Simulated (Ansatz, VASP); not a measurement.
# Two plane-wave programs on Al3Ru2

```xyz
5
Lattice="-1.5248 1.5248 7.0786 1.5248 -1.5248 7.0786 1.5248 1.5248 -7.0786" Properties=species:S:1:pos:R:3 pbc="T T T"
Al    0.0000    0.0000    0.0000
Al    0.0000    0.0000   11.4136
Al    0.0000    0.0000    2.7435
Ru    0.0000    0.0000    8.5728
Ru    0.0000    0.0000    5.5844
```

Alike in both runs: functional LDA; k mesh 16 × 16 × 16; occupations fermi-dirac, width 0.15 eV; no spin polarisation.

Ansatz relaxed the structure, and its values are those at the end. VASP's run is a single point on that final structure, the one shown.

|  | VASP | Ansatz |
| --- | --- | --- |
| version | VASP 6.6.1 | Ansatz 0.2.0 |
| potentials or method | VASP PAW LDA potentials, release 64 (Al, Ru_pv), cutoff 520 eV | scalar-relativistic, plane waves, PAW |
| valence electrons in the cell | 37 | 41 |

```csv
,VASP,Ansatz,Ansatz less VASP
gap on the k mesh at the Fermi level (eV),none,none,-
pressure (GPa),0.7,0.0,-0.66
rms of the force components (eV/Å),0.011,0.000,-0.0105
```

LDA's correlation is that of Perdew and Zunger in VASP and of Perdew and Wang (1992) in Ansatz. A gap of «none» marks a metal or a gap that the smearing closes. VASP's potentials hold 37 valence electrons a cell and Ansatz's 41, so a difference there can come from the potentials and not from the codes.
